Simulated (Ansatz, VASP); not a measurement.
Zn3GeN in VASP and in Ansatz

The input INCAR:

```
PREC     = Accurate       # precision mode
ENCUT    = 600            # plane-wave cutoff, eV
EDIFF    = 1E-6           # SCF threshold, eV
ISMEAR   = 0              # smearing method
SIGMA    = 0.1            # smearing width, eV
LREAL    = F              # projectors in reciprocal space
LASPH    = T              # aspherical terms in the spheres
NELM     = 60             # most SCF steps
ALGO     = Normal         # electronic algorithm
ISIF     = 3              # what is computed and relaxed
LWAVE    = F              # write WAVECAR
LCHARG   = F              # write CHGCAR
GGA      = PE             # functional
IBRION   = 2              # ionic algorithm
NSW      = 100            # ionic steps
EDIFFG   = -0.01          # ionic threshold
```

The input KPOINTS:

```
Automatic mesh
0
Gamma
  10 10 10
```

File POSCAR:

```
Zn3GeN
1.0
    4.1947155745      0.0000000000      0.0000000000
    0.0000000000      4.1947155745      0.0000000000
    0.0000000000      0.0000000000      4.1947155745
Zn Ge N
3 1 1
Direct
    0.5000000000      0.5000000000      0.0000000000
    0.5000000000      0.0000000000      0.5000000000
    0.0000000000      0.5000000000      0.5000000000
    0.0000000000      0.0000000000      0.0000000000
    0.5000000000      0.5000000000      0.5000000000
```

Input for Ansatz:

```yaml
crystal:
  lattice:
    - [4.1947155745, 0.0, 0.0]
    - [0.0, 4.1947155745, 0.0]
    - [0.0, 0.0, 4.1947155745]
  atoms:
    - { symbol: Zn, position: [0.5, 0.5, 0.0] }
    - { symbol: Zn, position: [0.5, 0.0, 0.5] }
    - { symbol: Zn, position: [0.0, 0.5, 0.5] }
    - { symbol: Ge, position: [0.0, 0.0, 0.0] }
    - { symbol: "N", position: [0.5, 0.5, 0.5] }
basis:
  ecutwfc: 420
kpoints:
  mp_grid: { grid: [10, 10, 10] }
hamiltonian:
  xc: pbe
scf:
  occupations: { method: gaussian, width: 0.1 }
output:
  forces: true
  stress: true
  eigenvalues: true
  write_density: true
  write_potential: true
  elf: true
  volumetric_format: npy
relax:
  adjacent_minimum: "off"
  f_tol: 0.01
  max_steps: 80
  cell: { stress_tol: 0.05 }
```

Change from the starting cell: species swapped into the La3AlC type (Pm-3m, No. 221).

Alike in both runs: task relaxation of cell and atoms; functional PBE; k mesh 10 × 10 × 10; occupations gaussian, width 0.1 eV; no spin polarisation.

|  | VASP | Ansatz |
| --- | --- | --- |
| version | VASP 6.6.1 | Ansatz 0.2.0 |
| potentials or method | VASP PAW PBE potentials, release 64 (Zn, Ge_d, N), cutoff 600 eV | scalar-relativistic, plane waves, PAW |
| valence electrons in the cell | 55 | 55 |

Ansatz gave:

| Quantity | Value |
| --- | --- |
| gap on the k mesh at the Fermi level, each at its own relaxed structure (eV) | none |
| relaxed volume (Å³/atom) | 14.71 |
| relaxed length of the cell vector where the two differ most in proportion (Å) | 4.189 |

Problem. Which values does VASP return?

Solution. gap on the k mesh at the Fermi level, each at its own relaxed structure (eV): none; relaxed volume (Å³/atom): 14.76; relaxed length of the cell vector where the two differ most in proportion (Å): 4.195.

A gap of «none» marks a metal or a gap that the smearing closes.

Noted on VASP's run: the relaxation stopped at its first step, so nothing moved.
